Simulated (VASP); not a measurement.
Crystal: TiO2.

```
Ti O
1.0
     0.00000    4.19722    4.19722
     4.19722    0.00000    4.19722
     4.19722    4.19722    0.00000
Ti O
2 4
Cartesian
  6.2958 6.2958 6.2958
  4.1972 4.1972 4.1972
  5.2465 5.2465 5.2465
  3.1479 3.1479 5.2465
  3.1479 5.2465 3.1479
  5.2465 3.1479 3.1479
```

Base run:

| Property | Result |
| --- | --- |
| Program | VASP 6.6.1 |
| Functional | r2SCAN |
| Potentials or basis | VASP PAW PBE potentials, release 64 (Ti_sv, O) |
| Cutoff | 520 eV |
| k mesh | 6 × 6 × 6 |
| Occupations | gaussian, width 0.02 eV |
| Spin | no spin polarisation |

Its results: band gap on the k mesh 3.70 eV, indirect (the least direct gap lies 2.7 meV higher); pressure -1.2 GPa.

Q: The run is repeated on the same cell with these changes: functional from r2SCAN to PBE. What comes out?

A: Band gap on the k mesh 3.24 eV, indirect (the least direct gap lies 2.8 meV higher); pressure 0.3 GPa.

r2SCAN gives the wider gap, since meta-GGAs in the generalised Kohn-Sham scheme recover part of the derivative discontinuity.

Caveats: the PAW data sets were made with another functional, which shifts forces and pressure a little (some runs).

A k mesh can miss the band edges.
